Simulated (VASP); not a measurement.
Write the native input for VASP 6.6.1 that does the following.

```
Task                   : single point
Functional             : PBE
Potentials or basis    : VASP PAW PBE potentials, release 64 (Si, Ge_d)
Cutoff                 : 410 eV
k mesh                 : 2 × 2 × 2
Occupations            : gaussian, width 0.05 eV
Spin                   : no spin polarisation
Dipole correction      : no
Further INCAR settings : ALGO = Normal; EDIFF = 1e-06; NBANDS = 53
```

The structure of Si16Ge (a cell with a defect) lies in POSCAR:

```
Si16Ge
1.0
    0.0000000000      5.4300000000      5.4300000000
    5.4300000000      0.0000000000      5.4300000000
    5.4300000000      5.4300000000      0.0000000000
Si Ge
16 1
Direct
    0.0184484346      0.0173154696     -0.0546528545
    0.1165341621      0.1151978821      0.1156555249
   -0.0003760589     -0.0010627993      0.4868508287
    0.1436710866      0.1427607735      0.5693981584
   -0.0391944751      0.5143167587      0.0089141805
    0.1164837937      0.6510626151      0.1155828729
   -0.0002561694      0.5131848987      0.4867779006
    0.1056025783      0.6285254144      0.6359756906
    0.5155063536     -0.0403949355      0.0089689687
    0.6521577348      0.1152177716      0.1156811234
    0.5140869245     -0.0011009208      0.4868786372
    0.6292270718      0.1049476980      0.6360917127
    0.5155393186      0.5143039595      0.0089315838
    0.6005139963      0.5992896869      0.1992657459
    0.4733567219      0.4727300184      0.5799966851
    0.6293506446      0.6284860037      0.6360084715
    0.3234194291      0.3223627072      1.0303341621
```

The input as run:

INCAR

```
PREC = Accurate ; ENCUT = 410
EDIFF = 1E-6 ; ISMEAR = 0
SIGMA = 0.05 ; LREAL = F
LASPH = T ; NELM = 120
ALGO = Normal ; ISIF = 2
LWAVE = F ; LCHARG = T
GGA = PE ; LELF = T
LVHAR = T ; NBANDS = 53
GGA_COMPAT = F
```

KPOINTS

```
Automatic mesh
0
Gamma
  2 2 2
```

Potentials or basis: VASP PAW PBE potentials, release 64 (Si, Ge_d).

The run is started by

```console
$ cat potpaw_PBE.64/Si/POTCAR potpaw_PBE.64/Ge_d/POTCAR > POTCAR
$ mpirun -np 1 vasp_std > vasp.out
```

Results of the run:

The pressure is 5.5 GPa and the largest force is 0.012 eV/Å. The band gap on the k mesh is 0.07 eV.

Caveat: the k points lie up to 0.50 Å⁻¹ apart.

Wall time 110 s on 1 thread of AMD EPYC 9R45 96-Core Processor (Zen 5), on a shared host, peak memory 0.37 GiB.
